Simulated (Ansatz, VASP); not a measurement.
# Two plane-wave programs on SrCl2

Contents of POSCAR:

```
SrCl2
1.0
   -0.0317126440      3.4660054413      3.4660054413
    3.4660054413     -0.0317126440      3.4660054413
    3.4660054413      3.4660054413     -0.0317126440
Sr Cl
1 2
Direct
    0.0000000000      0.0000000000      0.0000000000
    0.2509350007      0.2509350007      0.2509350007
    0.7490649993      0.7490649993      0.7490649993
```

File INCAR.step1:

```
PREC = Accurate
ENCUT = 520
ISMEAR = 0
SIGMA = 0.01
LREAL = F
LASPH = T
NELM = 60
NBANDS = 19
GGA = PE
ALGO = Normal
EDIFF = 1E-4
LWAVE = T
LCHARG = F
```

File INCAR.step2:

```
PREC = Accurate
ENCUT = 520
EDIFF = 1E-7
ISMEAR = 0
SIGMA = 0.01
LREAL = F
LASPH = T
NELM = 60
ALGO = Normal
ISIF = 2
LWAVE = F
LCHARG = T
METAGGA = R2SCAN
LMIXTAU = T
LELF = T
LVHAR = T
NBANDS = 19
ISTART = 1
```

Contents of KPOINTS:

```
regular mesh
0
Gamma
  6 6 6
```

Input for Ansatz:

```yaml
crystal:
  lattice:
    - [-0.031712644, 3.4660054413, 3.4660054413]
    - [3.4660054413, -0.031712644, 3.4660054413]
    - [3.4660054413, 3.4660054413, -0.031712644]
  atoms:
    - { symbol: Sr, position: [0.0, 0.0, 0.0] }
    - { symbol: Cl, position: [0.2509350007, 0.2509350007, 0.2509350007] }
    - { symbol: Cl, position: [0.7490649993, 0.7490649993, 0.7490649993] }
kpoints:
  mp_grid: { grid: [6, 6, 6] }
  band_path:
    path:
      - [0.0, 0.0, 0.0]
      - [0.5, 0.0, 0.5]
      - [0.625, 0.25, 0.625]
      - [0.375, 0.375, 0.75]
      - [0.5, 0.5, 0.5]
      - [0.5, 0.25, 0.75]
      - [0.0, 0.5, 0.5]
    npoints: 1
hamiltonian:
  xc: r2scan
scf:
  occupations: { method: fixed }
  n_extra_bands: 4
output:
  forces: true
  stress: true
  eigenvalues: true
  write_density: true
  write_potential: true
  elf: true
  volumetric_format: npy
```

Change from the starting cell: shear_111 strain -1.4%.

Alike in both runs: task single point; functional r2SCAN; k mesh 6 × 6 × 6; no spin polarisation.

```csv
,VASP,Ansatz
version,VASP 6.6.1,Ansatz 0.2.0
potentials or method,"VASP PAW PBE potentials, release 64 (Sr_sv, Cl)","plane waves, PAW"
plane-wave cutoff (eV),520,500
occupations,"gaussian, width 0.01 eV",fixed
valence electrons in the cell,24,24
```

```tsv
	VASP	Ansatz	Ansatz less VASP
gap on the k mesh at the Fermi level (eV)	5.99	5.99	0.000
pressure (GPa)	0.6	0.5	-0.05
traceless stress, the component that is largest in VASP (GPa)	0.09	0.09	-0.001
```

VASP's potentials were made for PBE, not for r2SCAN.
